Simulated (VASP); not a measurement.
Here is a VASP 6.6.1 calculation.

The input INCAR:

```
PREC = Accurate
ENCUT = 600
EDIFF = 1E-7
ISMEAR = -1
SIGMA = 0.05
LREAL = F
LASPH = T
NELM = 80
ALGO = Normal
ISIF = 3
LWAVE = F
LCHARG = F
GGA = PE
IBRION = 2
NSW = 60
EDIFFG = -0.005
```

File KPOINTS:

```
Automatic mesh
0
Gamma
  15 15 15
```

POSCAR

```
Lu
1.0
    0.0000000000      2.4432830035      2.4432830035
    2.4432830035      0.0000000000      2.4432830035
    2.4432830035      2.4432830035      0.0000000000
Lu
1
Direct
    0.0000000000      0.0000000000      0.0000000000
```

Potentials or basis: VASP PAW PBE potentials, release 64 (Lu).

Launch:

```console
$ cat potpaw_PBE.64/Lu/POTCAR > POTCAR
$ mpirun -np 1 vasp_std > vasp.out
```

(1) What does it give for the space group after relaxing (to 0.1 Å)?

(2) Estimate the band gap on the k mesh.

(3) Estimate the relaxed cell.

(4) Predict the relaxed volume.

Answers

(1) Fm-3m (No. 225).

(2) zero (an odd number of electrons rules out a gap without spin polarisation).

(3) a = 3.451 Å, b = 3.451 Å, c = 3.451 Å, α = 60.00°, β = 60.00°, γ = 60.00°.

(4) 29.07 Å³/atom.

Caveat: spin-orbit coupling is left out, which moves the levels of the heavy elements.
